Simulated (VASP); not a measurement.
Input of a VASP 6.6.1 run:

File INCAR:

```
SYSTEM = Ru
PREC = Accurate
ENCUT = 520
EDIFF = 1E-6
ISMEAR = 0
SIGMA = 0.15
LREAL = .False.
LASPH = .True.
NELM = 100
ALGO = Fast
ISIF = 2
LWAVE = .False.
LCHARG = .False.
GGA = PE
NBANDS = 21
```

The input KPOINTS:

```
regular mesh
0
Gamma
  21 21 12
  0 0 0
```

File POSCAR:

```
Ru
1.0
    2.5404433788      0.0000000000      0.0000000000
   -1.2702216894      2.2000885029      0.0000000000
    0.0000000000      0.0000000000      4.5308807660
Ru
2
Direct
    0.3333333333      0.6666666667      0.2500000000
    0.6666666667      0.3333333333      0.7500000000
```

Potentials or basis: VASP PAW PBE potentials, release 64 (Ru_pv).

Command:

```bash
$ cat potpaw_PBE.64/Ru_pv/POTCAR > POTCAR
$ mpirun -np 1 vasp_std > vasp.out
```

(1) Predict the pressure.

(2) Predict the band gap on the k mesh.

## Answers

(1) 37.2 GPa.

(2) zero (bands 14 and 15 overlap by 2.91 eV).

Caveat: the stress differs along the axes, from -11 to 61 GPa.
